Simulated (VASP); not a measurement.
# TiAl (Pm-3m) in VASP: notebook

The runs below take TiAl through single point, with LDA.

Everything below comes from runs of VASP 6.6.1. Logs are shortened: lines on timing, memory, paths and dates and some standing lists are left out, and cuts for length are marked.

## Step 1: The cell of the first run

It takes space group Pm-3m (No. 221, cubic). The conventional cell has a = 3.200 Å, b = 3.200 Å, c = 3.200 Å, α = 90.00°, β = 90.00°, γ = 90.00°. Within 3.7 Å of Ti (site symmetry m-3m) lie 8 Al at 2.77 Å and 6 Ti at 3.20 Å. Al (site symmetry m-3m) has 8 Ti at 2.77 Å and 6 Al at 3.20 Å within 3.7 Å.

## Step 2: Single point, LDA

Contents of INCAR:

```
SYSTEM = TiAl
PREC = Accurate ; ENCUT = 520
EDIFF = 1E-6 ; ISMEAR = -1
SIGMA = 0.05 ; LREAL = .FALSE.
LASPH = .TRUE. ; NELM = 80
ALGO = Normal ; ISIF = 2
LWAVE = .FALSE. ; LCHARG = .TRUE.
GGA = CA ; LELF = .TRUE.
LVHAR = .TRUE. ; NBANDS = 14
```

Contents of KPOINTS:

```
Automatic mesh
0
G
  8 8 8
  0 0 0
```

Contents of POSCAR:

```
TiAl
1.0
    3.2001180175      0.0000000000      0.0000000000
    0.0000000000      3.2001180175      0.0000000000
    0.0000000000      0.0000000000      3.2001180175
Ti Al
1 1
Direct
    0.0000000000      0.0000000000      0.0000000000
    0.5000000000      0.5000000000      0.5000000000
```

Potentials or basis: VASP PAW LDA potentials, release 64 (Ti_sv, Al).

On the command line:

```bash
cat potpaw_LDA.64/Ti_sv/POTCAR potpaw_LDA.64/Al/POTCAR > POTCAR
mpirun -np 1 vasp_std > vasp.out
```

OUTCAR:

```text
SYSTEM = TiAl
   PREC = Accurate
   ENCUT = 520
   EDIFF = 1E-6
   ISMEAR = -1
   LREAL = .FALSE.
   LASPH = .TRUE.
   NELM = 80
   ISIF = 2
   GGA = CA

 ion  position               nearest neighbor table
   1  0.000  0.000  0.000-   2 2.77   2 2.77   2 2.77   2 2.77   2 2.77   2 2.77   2 2.77   2 2.77

   2  0.500  0.500  0.500-   1 2.77   1 2.77   1 2.77   1 2.77   1 2.77   1 2.77   1 2.77   1 2.77

  LATTYP: Found a simple cubic cell.
 ALAT       =     3.2001180175

  Lattice vectors:

 A1 = (   3.2001180175,   0.0000000000,   0.0000000000)
 A2 = (   0.0000000000,   3.2001180175,   0.0000000000)
 A3 = (   0.0000000000,   0.0000000000,   3.2001180175)

Analysis of symmetry for initial positions (statically):
=====================================================================
 Subroutine PRICEL returns:
 Original cell was already a primitive cell.

 Routine SETGRP: Setting up the symmetry group for a
 simple cubic supercell.

 Subroutine GETGRP returns: Found 48 space group operations
 (whereof 48 operations were pure point group operations)
 out of a pool of 48 trial point group operations.

The static configuration has the point symmetry O_h .

Analysis of symmetry for dynamics (positions and initial velocities):
=====================================================================
 Subroutine PRICEL returns:
 Original cell was already a primitive cell.

 Routine SETGRP: Setting up the symmetry group for a
 simple cubic supercell.

 Subroutine GETGRP returns: Found 48 space group operations
 (whereof 48 operations were pure point group operations)
 out of a pool of 48 trial point group operations.

The dynamic configuration has the point symmetry O_h .

 Subroutine INISYM returns: Found 48 space group operations
 (whereof 48 operations are pure point group operations),
 and found     1 'primitive' translations

----------------------------------------------------------------------------------------

                                     Primitive cell

  volume of cell :      32.7716

  direct lattice vectors                    reciprocal lattice vectors
     3.200118017  0.000000000  0.000000000     0.312488475  0.000000000  0.000000000
     0.000000000  3.200118017  0.000000000     0.000000000  0.312488475  0.000000000
     0.000000000  0.000000000  3.200118017     0.000000000  0.000000000  0.312488475

  length of vectors
     3.200118017  3.200118017  3.200118017     0.312488475  0.312488475  0.312488475

  position of ions in fractional coordinates (direct lattice)
     0.000000000  0.000000000  0.000000000
     0.500000000  0.500000000  0.500000000

  ion indices of the primitive-cell ions
   primitive index   ion index
                 1           1
                 2           2

----------------------------------------------------------------------------------------

 KPOINTS: Automatic mesh

Automatic generation of k-mesh.
 Grid dimensions read from file:
 generate k-points for:    8    8    8

 Generating k-lattice:

  Cartesian coordinates                     Fractional coordinates (reciprocal lattice)
     0.039061059  0.000000000  0.000000000     0.125000000  0.000000000  0.000000000
     0.000000000  0.039061059  0.000000000     0.000000000  0.125000000  0.000000000
     0.000000000  0.000000000  0.039061059     0.000000000  0.000000000  0.125000000

  Length of vectors
     0.039061059  0.039061059  0.039061059

  Shift w.r.t. Gamma in fractional coordinates (k-lattice)
     0.000000000  0.000000000  0.000000000

 Subroutine IBZKPT returns following result:
 ===========================================

 Found     35 irreducible k-points:

 Following reciprocal coordinates:
            Coordinates               Weight
  0.000000  0.000000  0.000000      1.000000
  0.125000  0.000000  0.000000      6.000000
  0.250000  0.000000  0.000000      6.000000
  0.375000  0.000000  0.000000      6.000000
  0.500000  0.000000  0.000000      3.000000
  0.125000  0.125000  0.000000     12.000000
[... 16 lines left out ...]
  0.375000  0.375000  0.125000     24.000000
  0.500000  0.375000  0.125000     24.000000
 [... further k-points ...]
   k-points           NKPTS =     35   k-points in BZ     NKDIM =     35   number of bands    NBANDS=     14
   number of dos      NEDOS =    301   number of ions     NIONS =      2
   total plane-waves  NPLWV =  13824
   dimension x,y,z NGX =    24 NGY =   24 NGZ =   24
   dimension x,y,z NGXF=    48 NGYF=   48 NGZF=   48
   ions per type =               1   1
   NGX,Y,Z   is equivalent  to a cutoff of  12.47, 12.47, 12.47 a.u.
   NGXF,Y,Z  is equivalent  to a cutoff of  24.94, 24.94, 24.94 a.u.
 SYSTEM =  TiAl
   PREC   = accura    normal or accurate (medium, high low for compatibility)
   ISTART =      0    job   : 0-new  1-cont  2-samecut
   ICHARG =      2    charge: 1-file 2-atom 10-const
   ISPIN  =      1    spin polarized calculation?
   LNONCOLLINEAR =      F non collinear calculations
   LSORBIT =      F    spin-orbit coupling
   LASPH  =      T    aspherical Exc in radial PAW
   ENCUT  =  520.0 eV  38.22 Ry    6.18 a.u.   5.95  5.95  5.95*2*pi/ulx,y,z
   NELM   =     80;   NELMIN=  2; NELMDL= -5     # of ELM steps
   EDIFF  = 0.1E-05   stopping-criterion for ELM
   LREAL  =      F    real-space projection
   EDIFFG = 0.1E-04   stopping-criterion for IOM
   NSW    =      0    number of steps for IOM
   IBRION =     -1    ionic relax: 0-MD 1-quasi-New 2-CG
   NFREE  =      0    steps in history (QN), initial steepest desc. (CG)
   ISIF   =      2    stress and relaxation
   ISYM   =      2    0-nonsym 1-usesym 2-fastsym
   POTIM  = 0.5000    time-step for ionic-motion
   TEBEG  =    0.0;   TEEND  =   0.0 temperature during run
   PSTRESS=    0.0 pullay stress
   NELECT =      15.0000    total number of electrons
   NUPDOWN=      -1.0000    fix difference up-down
   EMIN   =  10.00;   EMAX   =-10.00  energy-range for DOS
   EFERMI =   0.00;   METHOD = LEGACY
   ISMEAR =    -1;   SIGMA  =   0.05  broadening in eV -4-tet -1-fermi 0-gaus
   EFERMI_NEDOS =   21; number of points for ismear=-14 and -15
   IALGO  =     38    algorithm
   IMIX   =      4    mixing-type and parameters
     AMIX     =   0.40;   BMIX     =  1.00
     AMIX_MAG =   1.60;   BMIX_MAG =  1.00
  volume/ion in A,a.u.               =      16.39       110.58
  Fermi-wavevector in a.u.,A,eV,Ry     =   1.261651  2.384175 21.657256  1.591763
  Thomas-Fermi vector in A             =   2.395099
   LORBIT       =      0    0 simple, 1 ext, 2 COOP (PROOUT), +10 PAW based schemes
   GGA     = CA    functional components
   LHFCALC =     F    Hartree Fock is set to
   AEXX    =    0.0000 exact exchange contribution
   IVDW    =     0    specifies the selected vdW correction
   LEPSILON=     F    determine dielectric tensor
   LRPA    =     F    only Hartree local field effects (RPA)
 non-spin polarized calculation
  energy-cutoff  :      520.00
  volume of cell :       32.77
 maximum number of plane-waves:       912
 NGX is ok and might be reduce to    24
   NGX = 11   NGY = 11   NGZ = 11

 number of electron      14.9999995 magnetization

 Free energy of the ion-electron system (eV)
  ---------------------------------------------------
  ext. energy  EPLUGINS =         0.00000000
  ---------------------------------------------------
  free energy    TOTEN  =       -13.24802377 eV

  energy without entropy =      -13.22324958  energy(sigma->0) =      -13.23563667

 E-fermi :   8.3165     XC(G=0): -11.2291

 val. band max:        8.2817079638   @ k =   0.3750   0.2500   0.1250
 cond. band min:       8.3245036220   @ k =   0.3750   0.3750   0.2500
 fundamental gap:      0.0427956582
 Fermi energy:         8.3165432441

 k-point     1 :       0.0000    0.0000    0.0000
  band No.  band energies     occupation
      1     -47.9132      2.00000
      2     -24.4996      2.00000
      3     -24.4996      2.00000
      4     -24.4996      2.00000
      5      -0.7918      2.00000
      6       6.9491      2.00000
      7       6.9491      2.00000
      8      10.0225      0.00000
      9      10.0225      0.00000
     10      10.0225      0.00000
     11      12.6406      0.00000
     12      12.6406      0.00000
     13      12.6406      0.00000
     14      17.1128      0.00000

 k-point     2 :       0.1250    0.0000    0.0000
  band No.  band energies     occupation
      1     -47.9110      2.00000
      2     -24.5239      2.00000
      3     -24.4974      2.00000
      4     -24.4974      2.00000
      5      -0.5478      2.00000
      6       6.8020      2.00000
      7       7.0549      2.00000
      8       9.6558      0.00000
      9       9.6558      0.00000
     10      10.0506      0.00000
     11      11.7918      0.00000
     12      13.1900      0.00000
     13      13.1900      0.00000
     14      16.8043      0.00000

 k-point     3 :       0.2500    0.0000    0.0000
  band No.  band energies     occupation
      1     -47.9059      2.00000
      2     -24.5823      2.00000
      3     -24.4922      2.00000
      4     -24.4922      2.00000
      5       0.1632      2.00000
      6       6.0269      2.00000
      7       7.3322      2.00000
      8       9.0387      0.00000
      9       9.0387      0.00000
     10      10.1195      0.00000
     11      10.9878      0.00000
     12      14.3782      0.00000
     13      14.3782      0.00000
     14      16.0427      0.00000

 k-point     4 :       0.3750    0.0000    0.0000
  band No.  band energies     occupation
      1     -47.9008      2.00000
      2     -24.6402      2.00000
      3     -24.4871      2.00000
      4     -24.4871      2.00000
      5       1.2760      2.00000
      6       4.5456      2.00000
      7       7.6496      2.00000
      8       8.5837      0.00952
      9       8.5837      0.00952
     10      10.1901      0.00000
     11      11.0535      0.00000
     12      15.2572      0.00000
     13      15.8503      0.00000
     14      15.8503      0.00000

 k-point     5 :       0.5000    0.0000    0.0000
  band No.  band energies     occupation
      1     -47.8987      2.00000
      2     -24.6640      2.00000
      3     -24.4850      2.00000
      4     -24.4850      2.00000
      5       2.3760      2.00000
      6       3.2552      2.00000
      7       7.7967      1.99994
      8       8.4212      0.21938
      9       8.4212      0.21938
     10      10.2199      0.00000
     11      11.2287      0.00000
[... 276 lines left out ...]
 k-point    22 :       0.5000    0.2500    0.1250
  band No.  band energies     occupation
      1     -47.8898      2.00000
      2     -24.6492      2.00000
      3     -24.5608      2.00000
      4     -24.5004      2.00000
      5       2.9225      2.00000
      6       4.4376      2.00000
      7       7.0921      2.00000
      8       8.1282      1.95481
      9       8.9318      0.00001
     10       9.2579      0.00000
     11      11.2083      0.00000
     12      13.7378      0.00000
     13      14.6726      0.00000
     14      15.3093      0.00000

 k-point    23 :       0.3750    0.3750    0.1250
  band No.  band energies     occupation
      1     -47.8869      2.00000
      2     -24.6197      2.00000
      3     -24.6173      2.00000
      4     -24.4972      2.00000
      5       2.8861      2.00000
      6       5.7324      2.00000
      7       6.2678      2.00000
      8       8.0235      1.99431
      9       8.9911      0.00000
     10       9.2013      0.00000
     11      11.2287      0.00000
     12      12.6261      0.00000
     13      14.0868      0.00000
     14      15.3884      0.00000

 k-point    24 :       0.5000    0.3750    0.1250
  band No.  band energies     occupation
      1     -47.8848      2.00000
      2     -24.6411      2.00000
      3     -24.6153      2.00000
      4     -24.4950      2.00000
      5       3.3324      2.00000
      6       5.4022      2.00000
      7       6.4244      2.00000
      8       7.7718      1.99996
      9       9.1718      0.00000
     10       9.1915      0.00000
     11      11.0933      0.00000
     12      12.7817      0.00000
     13      13.3115      0.00000
     14      15.5730      0.00000

 [... further k-points ...]
[... 5 lines left out ...]
  --------------------------------------------------------------------------------------
  -------------------------------------------------------------------------------------
  Total       -1.5643398     -1.5643398     -1.5643398      0.0000000     -0.0000000      0.0000000
  in kB      -76.4792647    -76.4792647    -76.4792647      0.0000000     -0.0000000      0.0000000
  external PRESSURE =     -76.4792647 kB  Pullay stress =       0.0000000 kB

 VOLUME and BASIS-vectors are now :
 -----------------------------------------------------------------------------
  energy-cutoff  :      520.00
  volume of cell :       32.77
      direct lattice vectors                 reciprocal lattice vectors
     3.200118017  0.000000000  0.000000000     0.312488475  0.000000000  0.000000000
     0.000000000  3.200118017  0.000000000     0.000000000  0.312488475  0.000000000
     0.000000000  0.000000000  3.200118017     0.000000000  0.000000000  0.312488475

 POSITION                                       TOTAL-FORCE (eV/Angst)
 -----------------------------------------------------------------------------------
      0.00000      0.00000      0.00000         0.000000      0.000000      0.000000
      1.60006      1.60006      1.60006         0.000000      0.000000      0.000000
 -----------------------------------------------------------------------------------
    total drift:                                0.000000      0.000000      0.000000

  FREE ENERGIE OF THE ION-ELECTRON SYSTEM (eV)
  ---------------------------------------------------
  free  energy   TOTEN  =       -13.2480237659 eV

  energy  without entropy=      -13.2232495791  energy(sigma->0) =      -13.23563667
```

It took 13 s on 1 thread of Intel Xeon 8259CL, shared host; peak memory 0.14 GiB.

What came out:

```yaml
Free_energy: -13.2480 eV
Pressure: -7.6 GPa
```

Levels at points of the mesh, in eV from the Fermi level:
| k point | band 4 | band 5 | band 6 | band 7 | band 8 | band 9 | band 10 | band 11 |
| --- | --- | --- | --- | --- | --- | --- | --- | --- |
| (0.00, 0.00, 0.00) | -32.82 | -9.11 | -1.37 | -1.37 | 1.71 | 1.71 | 1.71 | 4.32 |
| (0.50, 0.00, 0.00) | -32.80 | -5.94 | -5.06 | -0.52 | 0.10 | 0.10 | 1.90 | 2.91 |
| (0.50, 0.50, 0.00) | -32.79 | -4.95 | -2.01 | -2.01 | -1.41 | 0.65 | 0.65 | 2.67 |
| (0.50, 0.50, 0.50) | -32.94 | -3.01 | -3.01 | -3.01 | 0.45 | 2.73 | 2.73 | 2.94 |

## Step 3: Single point, LDA

This run uses another cell than the first one, of 16.71 Å³/atom, 1.020 times its volume.

Contents of INCAR:

```
SYSTEM = TiAl
PREC = Accurate
ENCUT = 520
EDIFF = 1E-6
ISMEAR = -1
SIGMA = 0.05
LREAL = .False.
LASPH = .True.
NELM = 100
ALGO = Normal
ISIF = 2
LWAVE = .False.
LCHARG = .False.
NBANDS = 14
```

Contents of KPOINTS:

```
regular mesh
0
Gamma
  8 8 8
  0 0 0
```

Contents of POSCAR:

```
TiAl
1.0
    3.2208985869      0.0000000000      0.0000000000
    0.0000000000      3.2208985869      0.0000000000
    0.0000000000      0.0000000000      3.2208985869
Ti Al
1 1
Direct
    0.0000000000      0.0000000000      0.0000000000
    0.5000000000      0.5000000000      0.5000000000
```

Potentials or basis: VASP PAW LDA potentials, release 64 (Ti_sv, Al).

On the command line:

```bash
cat potpaw_LDA.64/Ti_sv/POTCAR potpaw_LDA.64/Al/POTCAR > POTCAR
mpirun -np 1 vasp_std > vasp.out
```

It took 12 s on 1 thread of Intel Xeon 8259CL, shared host; peak memory 0.13 GiB.

It converged, with:

```yaml
Free_energy: -13.2141 eV
Pressure: -9.4 GPa
```

Levels at points of the mesh, in eV from the Fermi level:
```
           k point  band 3  band 4  band 5  band 6  band 7  band 8  band 9  band 10  band 11  band 12
(0.00, 0.00, 0.00)  -32.85  -32.85   -9.02   -1.32   -1.32    1.66    1.66     1.66     4.24     4.24
(0.50, 0.00, 0.00)  -32.84  -32.84   -5.91   -5.00   -0.50    0.10    0.10     1.85     2.83     6.59
(0.50, 0.50, 0.00)  -32.99  -32.83   -4.90   -2.00   -2.00   -1.39    0.64     0.64     2.60     4.43
(0.50, 0.50, 0.50)  -32.97  -32.97   -2.96   -2.96   -2.96    0.34    2.66     2.66     2.89     2.89
```
